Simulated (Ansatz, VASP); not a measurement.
**One calculation of TiH2, two programs**

```
Ti H
1.0
    -1.60736    1.60736    2.15028
     1.60736   -1.60736    2.15028
     1.60736    1.60736   -2.15028
Ti H
1 2
Cartesian
  0.0000 0.0000 0.0000
  0.0000 1.6074 1.0751
  1.6074 0.0000 1.0751
```

Alike in both runs: functional r2SCAN; k mesh 13 × 13 × 13; occupations fermi-dirac, width 0.1 eV; no spin polarisation.

Ansatz relaxed the structure, and its values are those at the end. VASP's run is a single point on that final structure, the one shown.

|  | VASP | Ansatz |
| --- | --- | --- |
| version | VASP 6.6.1 | Ansatz 0.2.0 |
| potentials or method | VASP PAW PBE potentials, release 64 (Ti_sv, H), cutoff 520 eV | PAW plane waves |
| valence electrons in the cell | 14 | 14 |

Ansatz gave:

| Item | Value |
| --- | --- |
| pressure (GPa) | -5.4 |

Q: Estimate VASP's values.

A: Pressure (GPa): -5.0.

VASP's potentials were made for PBE, not for r2SCAN. Ansatz's warnings: stress scf threshold loose.
